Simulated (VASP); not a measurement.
# LuAl3N4 (P3m1) in VASP: notebook

The runs below take LuAl3N4 through single point, relaxation of cell and atoms, with PBE.

Program: VASP 6.6.1. These are calculated values, not measurements. Logs are shortened: lines on timing, memory, paths and dates and some standing lists are left out, and cuts for length are marked.

### 1 The cell of the first run

Symmetry: P3m1, No. 156, trigonal system. The conventional cell has a = 3.207 Å, b = 3.207 Å, c = 10.497 Å, α = 90.00°, β = 90.00°, γ = 120.00°. Within 2.8 Å of Lu (site symmetry 3m) lie 6 N at 2.11 to 2.66 Å. Within 2.5 Å of Al (site symmetry 3m) lie 4 N at 1.88 to 1.98 Å. Al (site symmetry 3m) has 4 N at 1.87 to 1.95 Å within 2.5 Å. Al (site symmetry 3m) has 4 N at 1.88 to 1.95 Å within 2.5 Å. N (site symmetry 3m) has 4 Al at 1.88 to 1.95 Å within 2.5 Å. Within 2.5 Å of N (site symmetry 3m) lie 1 Al at 1.87 Å and 3 Lu at 2.11 Å. N (site symmetry 3m) has 4 Al at 1.88 to 1.95 Å within 2.5 Å. N (site symmetry 3m) has 3 Al at 1.98 Å within 2.6 Å.

### 2 Single point, PBE

INCAR

```
ALGO = Normal ; EDIFF = 1E-7
ENCUT = 520 ; GGA = PE
ISIF = 2 ; ISMEAR = 0
LASPH = T ; LCHARG = F
LREAL = F ; LWAVE = F
NBANDS = 37 ; NELM = 80
PREC = Accurate ; SIGMA = 0.15
```

KPOINTS

```
k-points
0
Gamma
  4 4 2
```

POSCAR

```
LuAl3N4
1.0
    3.2066620031      0.0000000000      0.0000000000
   -1.6033310015      2.7770507560      0.0000000000
    0.0000000000      0.0000000000     10.4970860271
Lu Al N
1 3 4
Direct
    0.0000000000      0.0000000000      0.9026844523
    0.3333333333      0.6666666667      0.6545149527
    0.3333333333      0.6666666667      0.1783180994
    0.6666666667      0.3333333333      0.4168472143
    0.3333333333      0.6666666667      0.4758829687
    0.3333333333      0.6666666667     -0.0001283927
    0.6666666667      0.3333333333      0.2378928937
    0.6666666667      0.3333333333      0.7204878116
```

Potentials or basis: VASP PAW PBE potentials, release 64 (Lu, Al, N).

The run is started by

```sh
$ cat potpaw_PBE.64/Lu/POTCAR potpaw_PBE.64/Al/POTCAR potpaw_PBE.64/N/POTCAR > POTCAR
$ mpirun -np 1 vasp_std > vasp.out
```

OUTCAR:

```text
EDIFF = 1E-7
   ENCUT = 520
   GGA = PE
   ISIF = 2
   ISMEAR = 0
   LASPH = T
   LREAL = F
   NELM = 80
   PREC = Accurate

 ion  position               nearest neighbor table
   1  0.000  0.000  0.903-   6 2.11   6 2.11   6 2.11   8 2.66   8 2.66   8 2.66   2 3.20   2 3.20
                             2 3.20   3 3.43   3 3.43   3 3.43
   2  0.333  0.667  0.655-   5 1.88   8 1.98   8 1.98   8 1.98   4 3.11   4 3.11   4 3.11   1 3.20
                             1 3.20   1 3.20
   3  0.333  0.667  0.178-   6 1.87   7 1.95   7 1.95   7 1.95   4 3.11   4 3.11   4 3.11   1 3.43
                             1 3.43   1 3.43
   4  0.667  0.333  0.417-   7 1.88   5 1.95   5 1.95   5 1.95   2 3.11   2 3.11   2 3.11   3 3.11
                             3 3.11   3 3.11
   5  0.333  0.667  0.476-   2 1.88   4 1.95   4 1.95   4 1.95
   6  0.333  0.667  1.000-   3 1.87   1 2.11   1 2.11   1 2.11
   7  0.667  0.333  0.238-   4 1.88   3 1.95   3 1.95   3 1.95
   8  0.667  0.333  0.720-   2 1.98   2 1.98   2 1.98   1 2.66   1 2.66   1 2.66

  LATTYP: Found a hexagonal cell.
 ALAT       =     3.2066620031
 C/A-ratio  =     3.2735243119

  Lattice vectors:

 A1 = (   3.2066620031,   0.0000000000,   0.0000000000)
 A2 = (  -1.6033310015,   2.7770507560,   0.0000000000)
 A3 = (   0.0000000000,   0.0000000000,  10.4970860271)

Analysis of symmetry for initial positions (statically):
=====================================================================
 Subroutine PRICEL returns:
 Original cell was already a primitive cell.

 Routine SETGRP: Setting up the symmetry group for a
 hexagonal supercell.

 Subroutine GETGRP returns: Found  6 space group operations
 (whereof  6 operations were pure point group operations)
 out of a pool of 24 trial point group operations.

The static configuration has the point symmetry C_3v.

Analysis of symmetry for dynamics (positions and initial velocities):
=====================================================================
 Subroutine PRICEL returns:
 Original cell was already a primitive cell.

 Routine SETGRP: Setting up the symmetry group for a
 hexagonal supercell.

 Subroutine GETGRP returns: Found  6 space group operations
 (whereof  6 operations were pure point group operations)
 out of a pool of 24 trial point group operations.

The dynamic configuration has the point symmetry C_3v.

 Subroutine INISYM returns: Found  6 space group operations
 (whereof  6 operations are pure point group operations),
 and found     1 'primitive' translations

----------------------------------------------------------------------------------------

                                     Primitive cell

  volume of cell :      93.4772

  direct lattice vectors                    reciprocal lattice vectors
     3.206662003  0.000000000  0.000000000     0.311850765  0.180047123  0.000000000
    -1.603331001  2.777050756  0.000000000     0.000000000  0.360094247  0.000000000
     0.000000000  0.000000000 10.497086027     0.000000000  0.000000000  0.095264533

  length of vectors
     3.206662003  3.206662003 10.497086027     0.360094247  0.360094247  0.095264533

  position of ions in fractional coordinates (direct lattice)
     0.000000000  0.000000000  0.902684452
     0.333333333  0.666666667  0.654514953
     0.333333333  0.666666667  0.178318099
     0.666666667  0.333333333  0.416847214
     0.333333333  0.666666667  0.475882969
     0.333333333  0.666666667  0.999871607
     0.666666667  0.333333333  0.237892894
     0.666666667  0.333333333  0.720487812

  ion indices of the primitive-cell ions
   primitive index   ion index
                 1           1
                 2           2
                 3           3
                 4           4
                 5           5
                 6           6
                 7           7
                 8           8

----------------------------------------------------------------------------------------

 KPOINTS: k-points

Automatic generation of k-mesh.
 Grid dimensions read from file:
 generate k-points for:    4    4    2

 Generating k-lattice:

  Cartesian coordinates                     Fractional coordinates (reciprocal lattice)
     0.077962691  0.045011781  0.000000000     0.250000000  0.000000000  0.000000000
     0.000000000  0.090023562  0.000000000     0.000000000  0.250000000  0.000000000
     0.000000000  0.000000000  0.047632267     0.000000000  0.000000000  0.500000000

  Length of vectors
     0.090023562  0.090023562  0.047632267

  Shift w.r.t. Gamma in fractional coordinates (k-lattice)
     0.000000000  0.000000000  0.000000000

 Subroutine IBZKPT returns following result:
 ===========================================

 Found      8 irreducible k-points:

 Following reciprocal coordinates:
            Coordinates               Weight
  0.000000  0.000000  0.000000      1.000000
  0.250000  0.000000  0.000000      6.000000
  0.500000  0.000000  0.000000      3.000000
  0.250000  0.250000  0.000000      6.000000
  0.000000  0.000000  0.500000      1.000000
  0.250000  0.000000  0.500000      6.000000
  0.500000  0.000000  0.500000      3.000000
  0.250000  0.250000  0.500000      6.000000
   k-points           NKPTS =      8   k-points in BZ     NKDIM =      8   number of bands    NBANDS=     37
   number of dos      NEDOS =    301   number of ions     NIONS =      8
   total plane-waves  NPLWV =  46080
   dimension x,y,z NGX =    24 NGY =   24 NGZ =   80
   dimension x,y,z NGXF=    48 NGYF=   48 NGZF=  160
   ions per type =               1   3   4
   NGX,Y,Z   is equivalent  to a cutoff of  12.44, 12.44, 12.67 a.u.
   NGXF,Y,Z  is equivalent  to a cutoff of  24.89, 24.89, 25.34 a.u.
 SYSTEM =  unknown system
   PREC   = accura    normal or accurate (medium, high low for compatibility)
   ISTART =      0    job   : 0-new  1-cont  2-samecut
   ICHARG =      2    charge: 1-file 2-atom 10-const
   ISPIN  =      1    spin polarized calculation?
   LNONCOLLINEAR =      F non collinear calculations
   LSORBIT =      F    spin-orbit coupling
   LASPH  =      T    aspherical Exc in radial PAW
   ENCUT  =  520.0 eV  38.22 Ry    6.18 a.u.   5.96  5.96 19.52*2*pi/ulx,y,z
   NELM   =     80;   NELMIN=  2; NELMDL= -5     # of ELM steps
   EDIFF  = 0.1E-06   stopping-criterion for ELM
   LREAL  =      F    real-space projection
   EDIFFG = 0.1E-05   stopping-criterion for IOM
   NSW    =      0    number of steps for IOM
   IBRION =     -1    ionic relax: 0-MD 1-quasi-New 2-CG
   NFREE  =      0    steps in history (QN), initial steepest desc. (CG)
   ISIF   =      2    stress and relaxation
   ISYM   =      2    0-nonsym 1-usesym 2-fastsym
   POTIM  = 0.5000    time-step for ionic-motion
   TEBEG  =    0.0;   TEEND  =   0.0 temperature during run
   PSTRESS=    0.0 pullay stress
   NELECT =      54.0000    total number of electrons
   NUPDOWN=      -1.0000    fix difference up-down
   EMIN   =  10.00;   EMAX   =-10.00  energy-range for DOS
   EFERMI =   0.00;   METHOD = LEGACY
   ISMEAR =     0;   SIGMA  =   0.15  broadening in eV -4-tet -1-fermi 0-gaus
   EFERMI_NEDOS =   21; number of points for ismear=-14 and -15
   IALGO  =     38    algorithm
   IMIX   =      4    mixing-type and parameters
     AMIX     =   0.40;   BMIX     =  1.00
     AMIX_MAG =   1.60;   BMIX_MAG =  1.00
  volume/ion in A,a.u.               =      11.68        78.85
  Fermi-wavevector in a.u.,A,eV,Ry     =   1.363445  2.576537 25.292975  1.858981
  Thomas-Fermi vector in A             =   2.489847
   LORBIT       =      0    0 simple, 1 ext, 2 COOP (PROOUT), +10 PAW based schemes
   GGA     = PE    functional components
   LHFCALC =     F    Hartree Fock is set to
   AEXX    =    0.0000 exact exchange contribution
   IVDW    =     0    specifies the selected vdW correction
   LEPSILON=     F    determine dielectric tensor
   LRPA    =     F    only Hartree local field effects (RPA)
 non-spin polarized calculation
 Gauss-broadening in eV      SIGMA  =   0.15
  energy-cutoff  :      520.00
  volume of cell :       93.48
 maximum number of plane-waves:      2526
 NGX is ok and might be reduce to    24
   NGX = 11   NGY = 11   NGZ = 39

 number of electron      54.0000024 magnetization

 Free energy of the ion-electron system (eV)
  ---------------------------------------------------
  ext. energy  EPLUGINS =         0.00000000
  ---------------------------------------------------
  free energy    TOTEN  =       -59.65309854 eV

  energy without entropy =      -59.65309854  energy(sigma->0) =      -59.65309854

 E-fermi :   5.7440     XC(G=0): -11.1484

 val. band max:        4.9917501287   @ k =   0.5000   0.0000   0.5000
 cond. band min:       7.8668961648   @ k =   0.5000   0.0000   0.5000
 fundamental gap:      2.8751460361
 Fermi energy:         5.7439737675

 k-point     1 :       0.0000    0.0000    0.0000
  band No.  band energies     occupation
      1     -48.5165      2.00000
      2     -19.5528      2.00000
      3     -18.9401      2.00000
      4     -18.9401      2.00000
      5     -10.1259      2.00000
      6      -9.2290      2.00000
[... 29 lines left out ...]
     36      14.1558      0.00000
     37      14.1558      0.00000

 k-point     2 :       0.2500    0.0000    0.0000
  band No.  band energies     occupation
      1     -48.4858      2.00000
      2     -19.5271      2.00000
      3     -19.3913      2.00000
      4     -19.0498      2.00000
      5      -9.4641      2.00000
      6      -8.7068      2.00000
[... 29 lines left out ...]
     36      13.9914      0.00000
     37      14.4105      0.00000

 k-point     3 :       0.5000    0.0000    0.0000
  band No.  band energies     occupation
      1     -48.4549      2.00000
      2     -19.9729      2.00000
      3     -19.3119      2.00000
      4     -19.1567      2.00000
      5      -8.5058      2.00000
      6      -8.1804      2.00000
[... 29 lines left out ...]
     36      13.8454      0.00000
     37      14.3636      0.00000

 k-point     4 :       0.2500    0.2500    0.0000
  band No.  band energies     occupation
      1     -48.4549      2.00000
      2     -19.7966      2.00000
      3     -19.3627      2.00000
      4     -19.3083      2.00000
      5      -8.5566      2.00000
      6      -8.1440      2.00000
[... 29 lines left out ...]
     36      13.9723      0.00000
     37      14.5782      0.00000

 k-point     5 :       0.0000    0.0000    0.5000
  band No.  band energies     occupation
      1     -48.5165      2.00000
      2     -19.5528      2.00000
      3     -18.9401      2.00000
      4     -18.9401      2.00000
      5     -10.0920      2.00000
      6      -9.3725      2.00000
[... 29 lines left out ...]
     36      14.1576      0.00000
     37      14.1576      0.00000

 k-point     6 :       0.2500    0.0000    0.5000
  band No.  band energies     occupation
      1     -48.4858      2.00000
      2     -19.5271      2.00000
      3     -19.3913      2.00000
      4     -19.0498      2.00000
      5      -9.4512      2.00000
      6      -8.7571      2.00000
[... 29 lines left out ...]
     36      13.6948      0.00000
     37      14.3133      0.00000

 k-point     7 :       0.5000    0.0000    0.5000
  band No.  band energies     occupation
      1     -48.4549      2.00000
      2     -19.9730      2.00000
      3     -19.3119      2.00000
      4     -19.1567      2.00000
      5      -8.5135      2.00000
      6      -8.1660      2.00000
[... 29 lines left out ...]
     36      14.2023      0.00000
     37      14.8796      0.00000

 k-point     8 :       0.2500    0.2500    0.5000
  band No.  band energies     occupation
      1     -48.4549      2.00000
      2     -19.7966      2.00000
      3     -19.3627      2.00000
      4     -19.3083      2.00000
      5      -8.5589      2.00000
      6      -8.1385      2.00000
[... 29 lines left out ...]
     36      13.8674      0.00000
     37      14.3815      0.00000

------------------------ aborting loop because EDIFF is reached ----------------------------------------

  FORCE on cell =-STRESS in cart. coord.  units (eV):
  Direction    XX          YY          ZZ          XY          YZ          ZX
  --------------------------------------------------------------------------------------
  -------------------------------------------------------------------------------------
  Total        0.0711020      0.0711020     -0.0722314      0.0000000      0.0000000     -0.0000000
  in kB        1.2186716      1.2186716     -1.2380290      0.0000000      0.0000000     -0.0000000
  external PRESSURE =       0.3997714 kB  Pullay stress =       0.0000000 kB

 VOLUME and BASIS-vectors are now :
 -----------------------------------------------------------------------------
  energy-cutoff  :      520.00
  volume of cell :       93.48
      direct lattice vectors                 reciprocal lattice vectors
     3.206662003  0.000000000  0.000000000     0.311850765  0.180047123  0.000000000
    -1.603331001  2.777050756  0.000000000     0.000000000  0.360094247  0.000000000
     0.000000000  0.000000000 10.497086027     0.000000000  0.000000000  0.095264533

 POSITION                                       TOTAL-FORCE (eV/Angst)
 -----------------------------------------------------------------------------------
      0.00000      0.00000      9.47556         0.000000     -0.000000     -0.137255
     -0.00000      1.85137      6.87050        -0.000000      0.000000     -0.009820
     -0.00000      1.85137      1.87182        -0.000000      0.000000     -0.012417
      1.60333      0.92568      4.37568        -0.000000      0.000000     -0.012424
     -0.00000      1.85137      4.99538        -0.000000     -0.000000      0.009395
     -0.00000      1.85137     10.49574         0.000000     -0.000000      0.175169
      1.60333      0.92568      2.49718         0.000000      0.000000     -0.005604
      1.60333      0.92568      7.56302         0.000000     -0.000000     -0.007044
 -----------------------------------------------------------------------------------
    total drift:                               -0.000000      0.000000      0.000612

  FREE ENERGIE OF THE ION-ELECTRON SYSTEM (eV)
  ---------------------------------------------------
  free  energy   TOTEN  =       -59.6530985355 eV

  energy  without entropy=      -59.6530985355  energy(sigma->0) =      -59.65309854
```

Wall time 29 s (1 thread of Intel Xeon Platinum 8488C (Sapphire Rapids), shared host); peak memory 0.21 GiB.

What came out:

```
Free energy            : -59.6531 eV
Pressure               : 0.0 GPa
Largest force          : 0.175 eV/Å
Band gap on the k mesh : 2.88 eV, direct
```

Forces in eV/Å, atoms in the order of the input:
```
Lu   0.000  0.000 -0.137
Al   0.000  0.000 -0.010
Al   0.000  0.000 -0.012
Al   0.000  0.000 -0.012
N    0.000  0.000  0.009
N    0.000  0.000  0.175
N    0.000  0.000 -0.006
N    0.000  0.000 -0.007
```

Stress tensor (GPa, compression positive):
```
 0.12  0.00  0.00
 0.00  0.12  0.00
 0.00  0.00 -0.12
```

Caveat: the k points lie up to 0.57 Å⁻¹ apart; spin-orbit coupling is left out, which moves the levels of the heavy elements. A k mesh can miss the band edges.

### 3 Single point, PBE

INCAR

```
SYSTEM = LuAl3N4
PREC     = Accurate       ! precision mode
ENCUT    = 520            ! plane-wave cutoff, eV
EDIFF    = 1E-6           ! SCF threshold, eV
ISMEAR   = 0              ! smearing method
SIGMA    = 0.1            ! smearing width, eV
LREAL    = .FALSE.        ! projectors in reciprocal space
LASPH    = .TRUE.         ! aspherical terms in the spheres
NELM     = 80             ! most SCF steps
ALGO     = Normal         ! electronic algorithm
ISIF     = 2              ! what is computed and relaxed
LWAVE    = .FALSE.        ! write WAVECAR
LCHARG   = .FALSE.        ! write CHGCAR
GGA      = PE             ! functional
NBANDS   = 37             ! bands
```

KPOINTS

```
regular mesh
0
G
  6 6 2
  0 0 0
```

POSCAR

```
LuAl3N4
1.0
    3.2041210862      0.0000000000      0.0000000000
   -1.6020605431      2.7748502574      0.0000000000
    0.0000000000      0.0000000000     10.5018088898
Lu Al N
1 3 4
Direct
    1.0000000000      1.0000000000      0.9024435749
    0.3333333333      0.6666666667      0.6544826589
    0.3333333333      0.6666666667      0.1780167657
    0.6666666667      0.3333333333      0.4165746469
    0.3333333333      0.6666666667      0.4759933563
    0.3333333333      0.6666666667      0.9999624971
    0.6666666667      0.3333333333      0.2377942014
    0.6666666667      0.3333333333      0.7212322990
```

Potentials or basis: VASP PAW PBE potentials, release 64 (Lu, Al, N).

The run is started by

```sh
$ cat potpaw_PBE.64/Lu/POTCAR potpaw_PBE.64/Al/POTCAR potpaw_PBE.64/N/POTCAR > POTCAR
$ mpirun -np 1 vasp_std > vasp.out
```

It took 42 s on 1 thread of Intel Xeon Platinum 8488C (Sapphire Rapids), shared host; peak memory 0.23 GiB.

Results (log left out):

```yaml
Free_energy: -59.7188 eV
Pressure: 0.2 GPa
Largest_force: 0.137 eV/Å
Band_gap_on_the_k_mesh: 2.86 eV, direct
```

Forces in eV/Å, atoms in the order of the input:
```
Lu   0.000  0.000 -0.104
Al   0.000  0.000  0.002
Al   0.000  0.000 -0.002
Al   0.000  0.000  0.000
N    0.000  0.000  0.001
N    0.000  0.000  0.137
N    0.000  0.000  0.001
N    0.000  0.000 -0.036
```

Levels at points of the mesh, in eV from the valence-band top:
```csv
k point,band 23,band 24,band 25,band 26,band 27,band 28,band 29,band 30,band 31,band 32
"(0.00, 0.00, 0.00)",-0.51,-0.51,-0.51,-0.19,-0.19,3.03,4.38,5.47,6.09,6.09
"(0.50, 0.00, 0.00)",-1.96,-1.23,-1.20,-1.13,-0.03,3.02,4.32,4.84,6.21,6.86
"(0.00, 0.00, 0.50)",-1.18,-0.48,-0.48,-0.21,-0.21,3.29,4.54,5.05,6.09,6.09
"(0.50, 0.00, 0.50)",-1.68,-1.49,-1.27,-0.95,0.00,2.86,4.51,4.99,5.82,6.77
```

Caveat: spin-orbit coupling is left out, which moves the levels of the heavy elements.

[end of part 1 of 2]
